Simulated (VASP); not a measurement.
# Al (Im-3m) in VASP: notebook

Aim: see how the results for Al move with the level of theory and the settings. Levels: PBE, r2SCAN. Tasks: single point.

Program: VASP 6.6.1. These are calculated values, not measurements. Logs are shortened: lines on timing, memory, paths and dates and some standing lists are left out, and cuts for length are marked.

## Step 1: The cell of the first run

It takes space group Im-3m (No. 229, cubic). Conventional cell: a = 3.235 Å, b = 3.235 Å, c = 3.235 Å, α = 90.00°, β = 90.00°, γ = 90.00°. Al (site symmetry m-3m) has 14 Al at 2.80 to 3.24 Å within 3.7 Å.

## Step 2: Single point, PBE

INCAR

```
SYSTEM = Al
PREC = Accurate
ENCUT = 520
EDIFF = 1E-6
ISMEAR = 0
SIGMA = 0.15
LREAL = .FALSE.
LASPH = .TRUE.
NELM = 60
ALGO = Normal
ISIF = 2
LWAVE = .FALSE.
LCHARG = .FALSE.
GGA = PE
NBANDS = 8
```

KPOINTS

```
regular mesh
0
G
  28 28 28
  0 0 0
```

POSCAR

```
Al
1.0
   -1.6175102217      1.6175102217      1.6175102217
    1.6175102217     -1.6175102217      1.6175102217
    1.6175102217      1.6175102217     -1.6175102217
Al
1
Direct
    0.0000000000      0.0000000000      0.0000000000
```

Potentials or basis: VASP PAW PBE potentials, release 64 (Al).

On the command line:

```sh
> cat potpaw_PBE.64/Al/POTCAR > POTCAR
> mpirun -np 1 vasp_std > vasp.out
```

OUTCAR:

```text
SYSTEM = Al
   PREC = Accurate
   ENCUT = 520
   EDIFF = 1E-6
   ISMEAR = 0
   LREAL = .FALSE.
   LASPH = .TRUE.
   NELM = 60
   ISIF = 2
   GGA = PE

 ion  position               nearest neighbor table
   1  0.000  0.000  0.000-

  LATTYP: Found a body centered cubic cell.
 ALAT       =     3.2350204434

  Lattice vectors:

 A1 = (  -1.6175102217,   1.6175102217,   1.6175102217)
 A2 = (   1.6175102217,  -1.6175102217,   1.6175102217)
 A3 = (   1.6175102217,   1.6175102217,  -1.6175102217)

Analysis of symmetry for initial positions (statically):
=====================================================================
 Subroutine PRICEL returns:
 Original cell was already a primitive cell.

 Routine SETGRP: Setting up the symmetry group for a
 body centered cubic supercell.

 Subroutine GETGRP returns: Found 48 space group operations
 (whereof 48 operations were pure point group operations)
 out of a pool of 48 trial point group operations.

The static configuration has the point symmetry O_h .

Analysis of symmetry for dynamics (positions and initial velocities):
=====================================================================
 Subroutine PRICEL returns:
 Original cell was already a primitive cell.

 Routine SETGRP: Setting up the symmetry group for a
 body centered cubic supercell.

 Subroutine GETGRP returns: Found 48 space group operations
 (whereof 48 operations were pure point group operations)
 out of a pool of 48 trial point group operations.

The dynamic configuration has the point symmetry O_h .

 Subroutine INISYM returns: Found 48 space group operations
 (whereof 48 operations are pure point group operations),
 and found     1 'primitive' translations

----------------------------------------------------------------------------------------

                                     Primitive cell

  volume of cell :      16.9278

  direct lattice vectors                    reciprocal lattice vectors
    -1.617510222  1.617510222  1.617510222     0.000000000  0.309117057  0.309117057
     1.617510222 -1.617510222  1.617510222     0.309117057  0.000000000  0.309117057
     1.617510222  1.617510222 -1.617510222     0.309117057  0.309117057  0.000000000

  length of vectors
     2.801609886  2.801609886  2.801609886     0.437157535  0.437157535  0.437157535

  position of ions in fractional coordinates (direct lattice)
     0.000000000  0.000000000  0.000000000

  ion indices of the primitive-cell ions
   primitive index   ion index
                 1           1

----------------------------------------------------------------------------------------

 KPOINTS: regular mesh

Automatic generation of k-mesh.
 Grid dimensions read from file:
 generate k-points for:   28   28   28

 Generating k-lattice:

  Cartesian coordinates                     Fractional coordinates (reciprocal lattice)
     0.000000000  0.011039895  0.011039895     0.035714286  0.000000000  0.000000000
     0.011039895  0.000000000  0.011039895     0.000000000  0.035714286  0.000000000
     0.011039895  0.011039895  0.000000000     0.000000000  0.000000000  0.035714286

  Length of vectors
     0.015612769  0.015612769  0.015612769

  Shift w.r.t. Gamma in fractional coordinates (k-lattice)
     0.000000000  0.000000000  0.000000000

 Subroutine IBZKPT returns following result:
 ===========================================

 Found    624 irreducible k-points:

 Following reciprocal coordinates:
            Coordinates               Weight
  0.000000  0.000000  0.000000      1.000000
  0.035714  0.000000  0.000000     12.000000
  0.071429  0.000000  0.000000     12.000000
  0.107143  0.000000  0.000000     12.000000
  0.142857  0.000000  0.000000     12.000000
  0.178571  0.000000  0.000000     12.000000
[... 16 lines left out ...]
  0.285714  0.035714  0.000000     48.000000
  0.321429  0.035714  0.000000     48.000000
 [... further k-points ...]
   k-points           NKPTS =    624   k-points in BZ     NKDIM =    624   number of bands    NBANDS=      8
   number of dos      NEDOS =    301   number of ions     NIONS =      1
   total plane-waves  NPLWV =  13824
   dimension x,y,z NGX =    24 NGY =   24 NGZ =   24
   dimension x,y,z NGXF=    48 NGYF=   48 NGZF=   48
   ions per type =               1
   NGX,Y,Z   is equivalent  to a cutoff of  14.24, 14.24, 14.24 a.u.
   NGXF,Y,Z  is equivalent  to a cutoff of  28.48, 28.48, 28.48 a.u.
 SYSTEM =  Al
   PREC   = accura    normal or accurate (medium, high low for compatibility)
   ISTART =      0    job   : 0-new  1-cont  2-samecut
   ICHARG =      2    charge: 1-file 2-atom 10-const
   ISPIN  =      1    spin polarized calculation?
   LNONCOLLINEAR =      F non collinear calculations
   LSORBIT =      F    spin-orbit coupling
   LASPH  =      T    aspherical Exc in radial PAW
   ENCUT  =  520.0 eV  38.22 Ry    6.18 a.u.   5.21  5.21  5.21*2*pi/ulx,y,z
   NELM   =     60;   NELMIN=  2; NELMDL= -5     # of ELM steps
   EDIFF  = 0.1E-05   stopping-criterion for ELM
   LREAL  =      F    real-space projection
   EDIFFG = 0.1E-04   stopping-criterion for IOM
   NSW    =      0    number of steps for IOM
   IBRION =     -1    ionic relax: 0-MD 1-quasi-New 2-CG
   NFREE  =      0    steps in history (QN), initial steepest desc. (CG)
   ISIF   =      2    stress and relaxation
   ISYM   =      2    0-nonsym 1-usesym 2-fastsym
   POTIM  = 0.5000    time-step for ionic-motion
   TEBEG  =    0.0;   TEEND  =   0.0 temperature during run
   PSTRESS=    0.0 pullay stress
   NELECT =       3.0000    total number of electrons
   NUPDOWN=      -1.0000    fix difference up-down
   EMIN   =  10.00;   EMAX   =-10.00  energy-range for DOS
   EFERMI =   0.00;   METHOD = LEGACY
   ISMEAR =     0;   SIGMA  =   0.15  broadening in eV -4-tet -1-fermi 0-gaus
   EFERMI_NEDOS =   21; number of points for ismear=-14 and -15
   IALGO  =     38    algorithm
   IMIX   =      4    mixing-type and parameters
     AMIX     =   0.40;   BMIX     =  1.00
     AMIX_MAG =   1.60;   BMIX_MAG =  1.00
  volume/ion in A,a.u.               =      16.93       114.23
  Fermi-wavevector in a.u.,A,eV,Ry     =   0.919563  1.737722 11.505037  0.845596
  Thomas-Fermi vector in A             =   2.044771
   LORBIT       =      0    0 simple, 1 ext, 2 COOP (PROOUT), +10 PAW based schemes
   GGA     = PE    functional components
   LHFCALC =     F    Hartree Fock is set to
   AEXX    =    0.0000 exact exchange contribution
   IVDW    =     0    specifies the selected vdW correction
   LEPSILON=     F    determine dielectric tensor
   LRPA    =     F    only Hartree local field effects (RPA)
 non-spin polarized calculation
 Gauss-broadening in eV      SIGMA  =   0.15
  energy-cutoff  :      520.00
  volume of cell :       16.93
 maximum number of plane-waves:       472
 NGX is ok and might be reduce to    24
   NGX = 11   NGY = 11   NGZ = 11

 number of electron       3.0000000 magnetization

 Free energy of the ion-electron system (eV)
  ---------------------------------------------------
  ext. energy  EPLUGINS =         0.00000000
  ---------------------------------------------------
  free energy    TOTEN  =        -3.65277963 eV

  energy without entropy =       -3.64794973  energy(sigma->0) =       -3.65036468

 E-fermi :   7.7269     XC(G=0): -10.1088

 val. band max:        7.7200742678   @ k =   0.2857   0.2857   0.0000
 cond. band min:       7.7320861345   @ k =  -0.3929   0.3929   0.1786
 fundamental gap:      0.0120118667
 Fermi energy:         7.7268558011

 k-point     1 :       0.0000    0.0000    0.0000
  band No.  band energies     occupation
      1      -3.2181      2.00000
      2      20.8508      0.00000
      3      20.8508      0.00000
      4      20.8508      0.00000
      5      22.0671      0.00000
      6      22.0671      0.00000
      7      22.0671      0.00000
      8      23.8590      0.00000

 k-point     2 :       0.0357    0.0000    0.0000
  band No.  band energies     occupation
      1      -3.1820      2.00000
      2      20.2678      0.00000
      3      20.4623      0.00000
      4      20.6917      0.00000
      5      21.9204      0.00000
      6      22.3676      0.00000
      7      22.5159      0.00000
      8      23.4268      0.00000

 k-point     3 :       0.0714    0.0000    0.0000
  band No.  band energies     occupation
      1      -3.0737      2.00000
      2      19.0940      0.00000
      3      19.8169      0.00000
      4      20.2831      0.00000
      5      21.5376      0.00000
      6      22.6548      0.00000
      7      22.9424      0.00000
      8      23.3420      0.00000

 k-point     4 :       0.1071    0.0000    0.0000
  band No.  band energies     occupation
      1      -2.8935      2.00000
      2      17.7112      0.00000
      3      19.1755      0.00000
      4      19.7474      0.00000
      5      21.0331      0.00000
      6      22.1656      0.00000
      7      23.2946      0.00000
      8      23.9536      0.00000

 k-point     5 :       0.1429    0.0000    0.0000
  band No.  band energies     occupation
      1      -2.6415      2.00000
      2      16.2590      0.00000
      3      18.5777      0.00000
      4      19.1723      0.00000
      5      20.4944      0.00000
      6      21.6646      0.00000
      7      23.7185      0.00000
      8      24.1248      0.00000
[... 177 lines left out ...]
 k-point    22 :       0.2500    0.0357    0.0000
  band No.  band energies     occupation
      1      -1.1740      2.00000
      2      11.3129      0.00000
      3      16.3826      0.00000
      4      17.2796      0.00000
      5      19.1657      0.00000
      6      20.5146      0.00000
      7      24.6252      0.00000
      8      26.0763      0.00000

 k-point    23 :       0.2857    0.0357    0.0000
  band No.  band energies     occupation
      1      -0.6052      2.00000
      2       9.9904      0.00000
      3      16.0143      0.00000
      4      16.9061      0.00000
      5      18.7983      0.00000
      6      20.1923      0.00000
      7      25.1103      0.00000
      8      26.6315      0.00000

 k-point    24 :       0.3214    0.0357    0.0000
  band No.  band energies     occupation
      1       0.0320      2.00000
      2       8.7222      0.00000
      3      15.7052      0.00000
      4      16.5938      0.00000
      5      18.4886      0.00000
      6      19.9136      0.00000
      7      25.6458      0.00000
      8      27.2272      0.00000

 [... further k-points ...]
[... 5 lines left out ...]
  --------------------------------------------------------------------------------------
  -------------------------------------------------------------------------------------
  Total       -0.0042841     -0.0042841     -0.0042841      0.0000000      0.0000000      0.0000000
  in kB       -0.4054811     -0.4054811     -0.4054811      0.0000000      0.0000000      0.0000000
  external PRESSURE =      -0.4054811 kB  Pullay stress =       0.0000000 kB

 VOLUME and BASIS-vectors are now :
 -----------------------------------------------------------------------------
  energy-cutoff  :      520.00
  volume of cell :       16.93
      direct lattice vectors                 reciprocal lattice vectors
    -1.617510222  1.617510222  1.617510222     0.000000000  0.309117057  0.309117057
     1.617510222 -1.617510222  1.617510222     0.309117057  0.000000000  0.309117057
     1.617510222  1.617510222 -1.617510222     0.309117057  0.309117057  0.000000000

 POSITION                                       TOTAL-FORCE (eV/Angst)
 -----------------------------------------------------------------------------------
      0.00000      0.00000      0.00000         0.000000      0.000000      0.000000
 -----------------------------------------------------------------------------------
    total drift:                                0.000000      0.000000      0.000000

  FREE ENERGIE OF THE ION-ELECTRON SYSTEM (eV)
  ---------------------------------------------------
  free  energy   TOTEN  =        -3.6527796327 eV

  energy  without entropy=       -3.6479497266  energy(sigma->0) =       -3.65036468
```

Run time: 64 s. Hardware: 1 thread of AMD EPYC 7R13 (Zen 3), shared host; peak memory 0.15 GiB.

What came out:

| Quantity | Value |
| --- | --- |
| Free energy | -3.6528 eV |
| Pressure | 0.0 GPa |

## Step 3: Single point, r2SCAN

POSCAR is that of step 2.

INCAR.step1

```
SYSTEM = Al
  ALGO = Normal
  EDIFF = 1E-4
  ENCUT = 520
  GGA = PE
  ISMEAR = 0
  LASPH = .True.
  LCHARG = .False.
  LREAL = .False.
  LWAVE = .True.
  NBANDS = 8
  NELM = 80
  PREC = Accurate
  SIGMA = 0.15
```

INCAR.step2

```
SYSTEM = Al
  ALGO = Normal
  EDIFF = 1E-6
  ENCUT = 520
  ISIF = 2
  ISMEAR = 0
  ISTART = 1
  LASPH = .True.
  LCHARG = .False.
  LMIXTAU = .True.
  LREAL = .False.
  LWAVE = .False.
  METAGGA = R2SCAN
  NBANDS = 8
  NELM = 80
  PREC = Accurate
  SIGMA = 0.15
```

KPOINTS

```
k-points
0
Gamma
  28 28 28
  0 0 0
```

Potentials or basis: VASP PAW PBE potentials, release 64 (Al).

On the command line:

```sh
> cat potpaw_PBE.64/Al/POTCAR > POTCAR
> cp INCAR.step1 INCAR
> mpirun -np 1 vasp_std > vasp.out
> cp INCAR.step2 INCAR
> mpirun -np 1 vasp_std > vasp.out
```

It took 5.5 min on 1 thread of AMD EPYC 7R13 (Zen 3), shared host; peak memory 0.16 GiB.

The run converged. Its results:

```yaml
Free_energy: -6.6178 eV
Pressure: -3.6 GPa
```

Levels at points of the mesh, in eV from the Fermi level:
```csv
k point,band 1,band 2,band 3,band 4,band 5
"(0.00, 0.00, 0.00)",-11.67,13.89,13.89,13.89,15.53
"(0.50, 0.00, 0.00)",-4.61,-3.97,8.63,8.63,10.46
"(0.50, 0.50, 0.50)",1.97,1.97,1.97,3.02,3.02
```

Caveat: the PAW data sets were made with another functional, which shifts forces and pressure a little.
